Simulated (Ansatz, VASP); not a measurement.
**LiCl: VASP beside Ansatz**

Contents of POSCAR:

```
LiCl
1.0
    3.8941840790      0.0000000000      0.0000000000
   -1.9470920395      3.3724623394      0.0000000000
    0.0000000000      0.0000000000      6.2244574429
Li Cl
2 2
Direct
    0.3333333333      0.6666666667     -0.0031270710
    0.6666666667      0.3333333333      0.4968729290
    0.3333333333      0.6666666667      0.3781270710
    0.6666666667      0.3333333333      0.8781270710
```

Contents of INCAR.step1:

```
SYSTEM = LiCl
  PREC = Accurate
  ENCUT = 520
  ISMEAR = 0
  SIGMA = 0.01
  LREAL = .False.
  LASPH = .True.
  NELM = 80
  NBANDS = 18
  GGA = PE
  ALGO = Normal
  EDIFF = 1E-4
  LWAVE = .True.
  LCHARG = .False.
```

INCAR.step2

```
SYSTEM = LiCl
  PREC = Accurate
  ENCUT = 520
  EDIFF = 1E-7
  ISMEAR = 0
  SIGMA = 0.01
  LREAL = .False.
  LASPH = .True.
  NELM = 80
  ALGO = Normal
  ISIF = 2
  LWAVE = .False.
  LCHARG = .False.
  METAGGA = R2SCAN
  LMIXTAU = .True.
  NBANDS = 18
  ISTART = 1
```

File KPOINTS:

```
Automatic mesh
0
Gamma
  6 6 4
  0 0 0
```

Input for Ansatz:

```yaml
crystal:
  lattice:
    - [3.894184079, 0.0, 0.0]
    - [-1.9470920395, 3.3724623394, 0.0]
    - [0.0, 0.0, 6.2244574429]
  atoms:
    - { symbol: Li, position: [0.3333333333, 0.6666666667, -0.003127071] }
    - { symbol: Li, position: [0.6666666667, 0.3333333333, 0.496872929] }
    - { symbol: Cl, position: [0.3333333333, 0.6666666667, 0.378127071] }
    - { symbol: Cl, position: [0.6666666667, 0.3333333333, 0.878127071] }
kpoints:
  mp_grid: { grid: [6, 6, 4] }
hamiltonian:
  xc: r2scan
scf:
  occupations: { method: fixed }
output:
  optics:
    e_range: [0, 22]
    de: 0.05
    sigma: 0.1
    bands: { spectra_wanted_up_to: 22 }
```

Alike in both runs: task single point; functional r2SCAN; k mesh 6 × 6 × 4; no spin polarisation.

```csv
,VASP,Ansatz
version,VASP 6.6.1,Ansatz 0.2.0
potentials or method,"VASP PAW PBE potentials, release 64 (Li_sv, Cl)","plane waves, PAW"
plane-wave cutoff (eV),520,500
occupations,"gaussian, width 0.01 eV",fixed
valence electrons in the cell,20,20
```

```csv
,VASP,Ansatz,Ansatz less VASP
gap on the k mesh at the Fermi level (eV),6.74,6.68,-0.055
```

VASP's potentials were made for PBE, not for r2SCAN.

Noted on VASP's run: the cutoff is short for stress, so the pressure is rough.
